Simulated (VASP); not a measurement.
BiTe, 2 atoms in the cell. It takes space group Fm-3m (No. 225, cubic). The conventional cell has a = 6.520 Å, b = 6.520 Å, c = 6.520 Å, α = 90.00°, β = 90.00°, γ = 90.00°. Within 4.3 Å of Bi (site symmetry m-3m) lie 6 Te at 3.26 Å. Te (site symmetry m-3m) has 6 Bi at 3.26 Å within 4.3 Å.  This cell differs from its parent crystal: volume scaled by 1.06.

| Property | Result |
| --- | --- |
| Program | VASP 6.6.1 |
| Task | single point |
| Functional | PBEsol |
| Potentials or basis | VASP PAW PBE potentials, release 64 (Bi_d, Te) |
| Cutoff | 520 eV |
| k mesh | 12 × 12 × 12 |
| Occupations | gaussian, width 0.1 eV |
| Spin | no spin polarisation |
| Dipole correction | no |
| Further INCAR settings | ALGO = Normal; EDIFF = 1e-06; NBANDS = 18 |

Potentials or basis: VASP PAW PBE potentials, release 64 (Bi_d, Te).

Run with:

```console
$ cat potpaw_PBE.64/Bi_d/POTCAR potpaw_PBE.64/Te/POTCAR > POTCAR
$ mpirun -np 1 vasp_std > vasp.out
```

Hardware: 1 thread of Intel(R) Xeon(R) 6975P-C (Granite Rapids), with other jobs on the host.

Problem. Estimate the wall time of this run.

Solution. It took 25 s on 1 thread of Intel(R) Xeon(R) 6975P-C (Granite Rapids), on a shared host, peak memory 0.26 GiB. Counts: scf iterations 12, k points 72.
